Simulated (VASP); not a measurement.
Wanted: the native input for a VASP 6.6.1 run.

```yaml
Task: relaxation of cell and atoms
Functional: RPBE
Potentials_or_basis: VASP PAW PBE potentials, release 64 (K_sv)
Cutoff: 600 eV
k_mesh: 5 × 5 × 7
Occupations: fermi-dirac, width 0.1 eV
Spin: no spin polarisation
Dipole_correction: no
Further_INCAR_settings: ALGO = Normal; EDIFF = 1e-06; IBRION = 2; EDIFFG = -0.01; NSW = 80; ISIF = 3
```

The structure of K lies in POSCAR:

```
K
1.0
    7.3867433931      0.0000000000      0.0000000000
   -3.6933716966      6.3971074297      0.0000000000
    0.0000000000      0.0000000000      4.5280737000
K
3
Direct
    0.0000000000      0.0000000000      0.0000000000
    0.3333333333      0.6666666667      0.5000000000
    0.6666666667      0.3333333333      0.5000000000
```

This isn't the form of K at room conditions, which is bcc.

These files were run (other wordings do the same):

INCAR

```
SYSTEM = K
PREC     = Accurate       ! precision mode
ENCUT    = 600            ! plane-wave cutoff, eV
EDIFF    = 1E-6           ! SCF threshold, eV
ISMEAR   = -1             ! smearing method
SIGMA    = 0.1            ! smearing width, eV
LREAL    = .FALSE.        ! projectors in reciprocal space
LASPH    = .TRUE.         ! aspherical terms in the spheres
NELM     = 80             ! most SCF steps
ALGO     = Normal         ! electronic algorithm
ISIF     = 3              ! what is computed and relaxed
LWAVE    = .FALSE.        ! write WAVECAR
LCHARG   = .FALSE.        ! write CHGCAR
GGA      = RP             ! functional
IBRION   = 2              ! ionic algorithm
NSW      = 80             ! ionic steps
EDIFFG   = -0.01          ! ionic threshold
```

KPOINTS

```
Automatic mesh
0
G
  5 5 7
  0 0 0
```

Potentials or basis: VASP PAW PBE potentials, release 64 (K_sv).

Command:

```bash
$ cat potpaw_PBE.64/K_sv/POTCAR > POTCAR
$ mpirun -np 1 vasp_std > vasp.out
```

Results of the run:

| Item | Value |
| --- | --- |
| Relaxed volume | 81.10 Å³/atom |
| Relaxed cell | a = 7.786 Å, b = 7.786 Å, c = 4.634 Å, α = 90.00°, β = 90.00°, γ = 120.00° |
| Space group after relaxing (to 0.1 Å) | P6/mmm (No. 191) |
| Energy gained by relaxing | 14.8 meV/atom |
| Ionic steps | 7 |
| Pressure after relaxing | 0.0 GPa |
| Band gap on the k mesh | zero (an odd number of electrons rules out a gap without spin polarisation) |

Caveat: the PAW data sets were made with another functional, which shifts forces and pressure a little.

It took 8.7 min on 1 thread of Intel Xeon 8259CL, with other jobs on the host, peak memory 0.4 GiB.
